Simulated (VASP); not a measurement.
# Ti2O3 (R-3c) in VASP: single point with r2SCAN

Aim: the single point of Ti2O3 with r2SCAN.

All numbers are computed with VASP 6.6.1; they aren't measurements. Logs are shortened: lines on timing, memory, paths and dates and some standing lists are left out, and cuts for length are marked.

### 1 The cell of the first run

Symmetry: R-3c, No. 167, trigonal system. The conventional cell has a = 5.097 Å, b = 5.097 Å, c = 13.751 Å, α = 90.00°, β = 90.00°, γ = 120.00°. Within 2.7 Å of Ti (site symmetry 3) lie 6 O at 2.01 to 2.06 Å and 1 Ti at 2.58 Å. Within 2.9 Å of O (site symmetry 2) lie 4 Ti at 2.01 to 2.06 Å and 8 O at 2.78 to 2.88 Å.

### 2 Single point, r2SCAN

File POSCAR:

```
Ti2O3
1.0
    2.5486601586      1.4714696286      4.5835846545
   -2.5486601586      1.4714696286      4.5835846545
    0.0000000000     -2.9429392573      4.5835846545
Ti O
4 6
Direct
    0.3439662346      0.3439662346      0.3439662346
    0.1560337654      0.1560337654      0.1560337654
    0.6560337654      0.6560337654      0.6560337654
    0.8439662346      0.8439662346      0.8439662346
    0.5647038612      0.9352961388      0.2500000000
    0.2500000000      0.5647038612      0.9352961388
    0.9352961388      0.2500000000      0.5647038612
    0.4352961388      0.0647038612      0.7500000000
    0.7500000000      0.4352961388      0.0647038612
    0.0647038612      0.7500000000      0.4352961388
```

File INCAR.step1:

```
  PREC = Accurate
  ENCUT = 520
  ISMEAR = -1
  SIGMA = 0.02
  LREAL = False
  LASPH = True
  NELM = 100
  NBANDS = 53
  GGA = PE
  ALGO = Normal
  EDIFF = 1E-4
  LWAVE = True
  LCHARG = False
```

File INCAR.step2:

```
  PREC = Accurate
  ENCUT = 520
  EDIFF = 1E-6
  ISMEAR = -1
  SIGMA = 0.02
  LREAL = False
  LASPH = True
  NELM = 100
  ALGO = Normal
  ISIF = 2
  LWAVE = False
  LCHARG = True
  METAGGA = R2SCAN
  LMIXTAU = True
  LELF = True
  LVHAR = True
  NBANDS = 53
  ISTART = 1
```

File KPOINTS:

```
Automatic mesh
0
Gamma
  6 6 6
```

Potentials or basis: VASP PAW PBE potentials, release 64 (Ti_sv, O).

The run is started by

```bash
$ cat potpaw_PBE.64/Ti_sv/POTCAR potpaw_PBE.64/O/POTCAR > POTCAR
$ cp INCAR.step1 INCAR
$ mpirun -np 1 vasp_std > vasp.out
$ cp INCAR.step2 INCAR
$ mpirun -np 1 vasp_std > vasp.out
```

OUTCAR:

```text
PREC = Accurate
   ENCUT = 520
   EDIFF = 1E-6
   ISMEAR = -1
   LREAL = False
   LASPH = True
   NELM = 100
   ISIF = 2
   METAGGA = R2SCAN
   ISTART = 1

 ion  position               nearest neighbor table
   1  0.344  0.344  0.344-   9 2.01   8 2.01  10 2.01   7 2.06   5 2.06   6 2.06   2 2.58
   2  0.156  0.156  0.156-  10 2.01   8 2.01   9 2.01   6 2.06   5 2.06   7 2.06   1 2.58
   3  0.656  0.656  0.656-   6 2.01   5 2.01   7 2.01  10 2.06   8 2.06   9 2.06   4 2.58
   4  0.844  0.844  0.844-   7 2.01   5 2.01   6 2.01   9 2.06   8 2.06  10 2.06   3 2.58
   5  0.565  0.935  0.250-   3 2.01   4 2.01   1 2.06   2 2.06
   6  0.250  0.565  0.935-   3 2.01   4 2.01   2 2.06   1 2.06
   7  0.935  0.250  0.565-   4 2.01   3 2.01   1 2.06   2 2.06
   8  0.435  0.065  0.750-   1 2.01   2 2.01   3 2.06   4 2.06
   9  0.750  0.435  0.065-   1 2.01   2 2.01   4 2.06   3 2.06
  10  0.065  0.750  0.435-   2 2.01   1 2.01   3 2.06   4 2.06

  LATTYP: Found a trigonal (rhomboedric) cell.
 ALAT       =     5.4470303613
 COS(alpha) =     0.5621410174

  Lattice vectors:

 A1 = (   2.5486601586,   1.4714696286,   4.5835846545)
 A2 = (  -2.5486601586,   1.4714696286,   4.5835846545)
 A3 = (   0.0000000000,  -2.9429392573,   4.5835846545)

Analysis of symmetry for initial positions (statically):
=====================================================================
 Subroutine PRICEL returns:
 Original cell was already a primitive cell.

 Routine SETGRP: Setting up the symmetry group for a
 trigonal (rhombohedral) supercell.

 Subroutine GETGRP returns: Found 12 space group operations
 (whereof  6 operations were pure point group operations)
 out of a pool of 12 trial point group operations.

The static configuration has the point symmetry S_6 .
 The point group associated with its full space group is D_3d.

Analysis of symmetry for dynamics (positions and initial velocities):
=====================================================================
 Subroutine PRICEL returns:
 Original cell was already a primitive cell.

 Routine SETGRP: Setting up the symmetry group for a
 trigonal (rhombohedral) supercell.

 Subroutine GETGRP returns: Found 12 space group operations
 (whereof  6 operations were pure point group operations)
 out of a pool of 12 trial point group operations.

The dynamic configuration has the point symmetry S_6 .
 The point group associated with its full space group is D_3d.

 Subroutine INISYM returns: Found 12 space group operations
 (whereof  6 operations are pure point group operations),
 and found     1 'primitive' translations

----------------------------------------------------------------------------------------

                                     Primitive cell

  volume of cell :     103.1382

  direct lattice vectors                    reciprocal lattice vectors
     2.548660159  1.471469629  4.583584655     0.196181511  0.113265448  0.072723285
    -2.548660159  1.471469629  4.583584655    -0.196181511  0.113265448  0.072723285
     0.000000000 -2.942939257  4.583584655     0.000000000 -0.226530896  0.072723285

  length of vectors
     5.447030361  5.447030361  5.447030361     0.237917891  0.237917891  0.237917891

  position of ions in fractional coordinates (direct lattice)
     0.343966235  0.343966235  0.343966235
     0.156033765  0.156033765  0.156033765
     0.656033765  0.656033765  0.656033765
     0.843966235  0.843966235  0.843966235
     0.564703861  0.935296139  0.250000000
     0.250000000  0.564703861  0.935296139
     0.935296139  0.250000000  0.564703861
     0.435296139  0.064703861  0.750000000
     0.750000000  0.435296139  0.064703861
     0.064703861  0.750000000  0.435296139

  ion indices of the primitive-cell ions
   primitive index   ion index
                 1           1
                 2           2
                 3           3
                 4           4
                 5           5
                 6           6
                 7           7
                 8           8
                 9           9
                10          10

----------------------------------------------------------------------------------------

 KPOINTS: Automatic mesh

Automatic generation of k-mesh.
 Grid dimensions read from file:
 generate k-points for:    6    6    6

 Generating k-lattice:

  Cartesian coordinates                     Fractional coordinates (reciprocal lattice)
     0.032696918  0.018877575  0.012120548     0.166666667 -0.000000000 -0.000000000
    -0.032696918  0.018877575  0.012120548    -0.000000000  0.166666667 -0.000000000
     0.000000000 -0.037755149  0.012120548    -0.000000000 -0.000000000  0.166666667

  Length of vectors
     0.039652982  0.039652982  0.039652982

  Shift w.r.t. Gamma in fractional coordinates (k-lattice)
     0.000000000  0.000000000  0.000000000

 Subroutine IBZKPT returns following result:
 ===========================================

 Found     32 irreducible k-points:

 Following reciprocal coordinates:
            Coordinates               Weight
  0.000000  0.000000  0.000000      1.000000
  0.166667  0.000000  0.000000      6.000000
  0.333333  0.000000  0.000000      6.000000
  0.500000  0.000000  0.000000      3.000000
  0.166667  0.166667  0.000000      6.000000
  0.333333  0.166667  0.000000     12.000000
[... 16 lines left out ...]
  0.500000  0.500000  0.166667      6.000000
 -0.333333  0.500000  0.166667     12.000000
 [... further k-points ...]
   k-points           NKPTS =     32   k-points in BZ     NKDIM =     32   number of bands    NBANDS=     53
   number of dos      NEDOS =    301   number of ions     NIONS =     10
   total plane-waves  NPLWV =  74088
   dimension x,y,z NGX =    42 NGY =   42 NGZ =   42
   dimension x,y,z NGXF=    84 NGYF=   84 NGZF=   84
   ions per type =               4   6
   NGX,Y,Z   is equivalent  to a cutoff of  12.82, 12.82, 12.82 a.u.
   NGXF,Y,Z  is equivalent  to a cutoff of  25.64, 25.64, 25.64 a.u.
 SYSTEM =  unknown system
   PREC   = accura    normal or accurate (medium, high low for compatibility)
   ISTART =      1    job   : 0-new  1-cont  2-samecut
   ICHARG =      0    charge: 1-file 2-atom 10-const
   ISPIN  =      1    spin polarized calculation?
   LNONCOLLINEAR =      F non collinear calculations
   LSORBIT =      F    spin-orbit coupling
   LASPH  =      T    aspherical Exc in radial PAW
   ENCUT  =  520.0 eV  38.22 Ry    6.18 a.u.  10.13 10.13 10.13*2*pi/ulx,y,z
   NELM   =    100;   NELMIN=  2; NELMDL=  0     # of ELM steps
   EDIFF  = 0.1E-05   stopping-criterion for ELM
   LREAL  =      F    real-space projection
   EDIFFG = 0.1E-04   stopping-criterion for IOM
   NSW    =      0    number of steps for IOM
   IBRION =     -1    ionic relax: 0-MD 1-quasi-New 2-CG
   NFREE  =      0    steps in history (QN), initial steepest desc. (CG)
   ISIF   =      2    stress and relaxation
   ISYM   =      2    0-nonsym 1-usesym 2-fastsym
   POTIM  = 0.5000    time-step for ionic-motion
   TEBEG  =    0.0;   TEEND  =   0.0 temperature during run
   PSTRESS=    0.0 pullay stress
   NELECT =      84.0000    total number of electrons
   NUPDOWN=      -1.0000    fix difference up-down
   EMIN   =  10.00;   EMAX   =-10.00  energy-range for DOS
   EFERMI =   0.00;   METHOD = LEGACY
   ISMEAR =    -1;   SIGMA  =   0.02  broadening in eV -4-tet -1-fermi 0-gaus
   EFERMI_NEDOS =   21; number of points for ismear=-14 and -15
   IALGO  =     38    algorithm
   IMIX   =      4    mixing-type and parameters
     AMIX     =   0.40;   BMIX     =  1.00
     AMIX_MAG =   1.60;   BMIX_MAG =  1.00
  volume/ion in A,a.u.               =      10.31        69.60
  Fermi-wavevector in a.u.,A,eV,Ry     =   1.528838  2.889084 31.801500  2.337344
  Thomas-Fermi vector in A             =   2.636541
   LORBIT       =      0    0 simple, 1 ext, 2 COOP (PROOUT), +10 PAW based schemes
   METAGGA = R2SCAN    functional components
   LHFCALC =     F    Hartree Fock is set to
   AEXX    =    0.0000 exact exchange contribution
   IVDW    =     0    specifies the selected vdW correction
   LEPSILON=     F    determine dielectric tensor
   LRPA    =     F    only Hartree local field effects (RPA)
 non-spin polarized calculation
  energy-cutoff  :      520.00
  volume of cell :      103.14
 maximum number of plane-waves:      2799
 NGX is ok and might be reduce to    42
   NGX = 21   NGY = 21   NGZ = 21

 number of electron      83.9999995 magnetization

 Free energy of the ion-electron system (eV)
  ---------------------------------------------------
  ext. energy  EPLUGINS =         0.00000000
  ---------------------------------------------------
  free energy    TOTEN  =      -119.38842571 eV

  energy without entropy =     -119.38624805  energy(sigma->0) =     -119.38733688

 E-fermi :   9.0493     XC(G=0): -12.5376

 val. band max:        9.0322902440   @ k =   0.5000   0.5000   0.0000
 cond. band min:       9.0648420746   @ k =   0.1667   0.1667   0.1667
 fundamental gap:      0.0325518306
 Fermi energy:         9.0493495817

 k-point     1 :       0.0000    0.0000    0.0000
  band No.  band energies     occupation
      1     -51.9101      2.00000
      2     -51.8427      2.00000
      3     -51.8127      2.00000
      4     -51.7618      2.00000
      5     -27.4200      2.00000
      6     -27.4200      2.00000
[... 45 lines left out ...]
     52      11.3391      0.00000
     53      11.7696      0.00000

 k-point     2 :       0.1667    0.0000    0.0000
  band No.  band energies     occupation
      1     -51.9052      2.00000
      2     -51.8471      2.00000
      3     -51.8095      2.00000
      4     -51.7656      2.00000
      5     -27.4222      2.00000
      6     -27.4152      2.00000
[... 45 lines left out ...]
     52      11.2834      0.00000
     53      11.7201      0.00000

 k-point     3 :       0.3333    0.0000    0.0000
  band No.  band energies     occupation
      1     -51.8923      2.00000
      2     -51.8588      2.00000
      3     -51.8008      2.00000
      4     -51.7755      2.00000
      5     -27.4023      2.00000
      6     -27.3963      2.00000
[... 45 lines left out ...]
     52      11.1162      0.00000
     53      11.8583      0.00000
[... 1065 lines left out ...]
 k-point    23 :       0.5000    0.5000    0.1667
  band No.  band energies     occupation
      1     -51.8834      2.00000
      2     -51.8645      2.00000
      3     -51.7969      2.00000
      4     -51.7827      2.00000
      5     -27.4826      2.00000
      6     -27.3707      2.00000
[... 45 lines left out ...]
     52      10.9018      0.00000
     53      11.7329      0.00000

 k-point    24 :      -0.3333    0.5000    0.1667
  band No.  band energies     occupation
      1     -51.8782      2.00000
      2     -51.8672      2.00000
      3     -51.7952      2.00000
      4     -51.7870      2.00000
      5     -27.4702      2.00000
      6     -27.3982      2.00000
[... 45 lines left out ...]
     52      10.8694      0.00000
     53      11.6565      0.00000

 [... further k-points ...]

------------------------ aborting loop because EDIFF is reached ----------------------------------------

  FORCE on cell =-STRESS in cart. coord.  units (eV):
  Direction    XX          YY          ZZ          XY          YZ          ZX
  --------------------------------------------------------------------------------------
  -------------------------------------------------------------------------------------
  Total        0.9153982      0.9153982      1.0188027      0.0000000     -0.0000000     -0.0000000
  in kB       14.2200428     14.2200428     15.8263565      0.0000000     -0.0000000     -0.0000000
  external PRESSURE =      14.7554807 kB  Pullay stress =       0.0000000 kB

 VOLUME and BASIS-vectors are now :
 -----------------------------------------------------------------------------
  energy-cutoff  :      520.00
  volume of cell :      103.14
      direct lattice vectors                 reciprocal lattice vectors
     2.548660159  1.471469629  4.583584655     0.196181511  0.113265448  0.072723285
    -2.548660159  1.471469629  4.583584655    -0.196181511  0.113265448  0.072723285
     0.000000000 -2.942939257  4.583584655     0.000000000 -0.226530896  0.072723285

 POSITION                                       TOTAL-FORCE (eV/Angst)
 -----------------------------------------------------------------------------------
      0.00000     -0.00000      4.72980         0.000000     -0.000000      0.068124
      0.00000     -0.00000      2.14558         0.000000      0.000000     -0.068124
      0.00000     -0.00000      9.02096         0.000000      0.000000     -0.068124
      0.00000     -0.00000     11.60517         0.000000     -0.000000      0.068124
     -0.94451      1.47147      8.02127         0.031216     -0.000000      0.000000
     -0.80207     -1.55371      8.02127        -0.015608      0.027033     -0.000000
      1.74659      0.08224      8.02127        -0.015608     -0.027033     -0.000000
      0.94451     -1.47147      5.72948        -0.031216     -0.000000     -0.000000
      0.80207      1.55371      5.72948         0.015608     -0.027033     -0.000000
     -1.74659     -0.08224      5.72948         0.015608      0.027033     -0.000000
 -----------------------------------------------------------------------------------
    total drift:                                0.000000     -0.000000      0.000000

  FREE ENERGIE OF THE ION-ELECTRON SYSTEM (eV)
  ---------------------------------------------------
  free  energy   TOTEN  =      -119.3884257085 eV

  energy  without entropy=     -119.3862480535  energy(sigma->0) =     -119.38733688
```

Wall time 17 min (1 thread of Intel Xeon Platinum 8259CL at 2.50GHz (Skylake/Cascade Lake), shared host); peak memory 0.36 GiB.

What came out:

- Free energy: -119.3884 eV
- Pressure: 1.5 GPa
- Largest force: 0.068 eV/Å
- Band gap on the k mesh: zero (bands 42 and 43 overlap by 0.36 eV)

Forces in eV/Å, atoms in the order of the input:
```
Ti   0.000  0.000  0.068
Ti   0.000  0.000 -0.068
Ti   0.000  0.000 -0.068
Ti   0.000  0.000  0.068
O    0.031  0.000  0.000
O   -0.016  0.027  0.000
O   -0.016 -0.027  0.000
O   -0.031  0.000  0.000
O    0.016 -0.027  0.000
O    0.016  0.027  0.000
```

Caveat: the PAW data sets were made with another functional, which shifts forces and pressure a little; semilocal functionals often make such compounds metallic where correlation or magnetic order opens a gap, which also shifts bond lengths.

The gap in the log of VASP goes by the Fermi energy; the results here count the filled bands.